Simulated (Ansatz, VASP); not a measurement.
Zn: VASP beside Ansatz

```xyz
2
Lattice="2.6648 0.0000 0.0000 -1.3324 2.3078 0.0000 0.0000 0.0000 4.9467" Properties=species:S:1:pos:R:3 pbc="T T T"
Zn    0.0000    1.4385    1.2367
Zn    1.3324    0.7693    3.7100
```

Alike in both runs: task single point; functional PBEsol; k mesh 24 × 24 × 10; occupations gaussian, width 0.15 eV; no spin polarisation.

|  | VASP | Ansatz |
| --- | --- | --- |
| version | VASP 6.6.1 | Ansatz 0.2.0 |
| potentials or method | VASP PAW PBE potentials, release 64 (Zn), cutoff 520 eV | scalar-relativistic, plane waves, PAW |
| valence electrons in the cell | 24 | 24 |

|  | VASP | Ansatz | Ansatz less VASP |
| --- | --- | --- | --- |
| gap on the k mesh at the Fermi level (eV) | none | none | - |
| pressure (GPa) | -4.7 | -5.3 | -0.66 |
| traceless stress, the component that is largest in VASP (GPa) | 1.96 | 2.07 | +0.118 |
| rms of the force components (eV/Å) | 0.026 | 0.026 | -0.0004 |

VASP's potentials were made for PBE, not for PBEsol. Atom by atom the forces differ by 0.000 eV/Å (rms over components). A gap of «none» marks a metal or a gap that the smearing closes. The functional is the same, so the differences come from potentials, cutoffs and numerics.
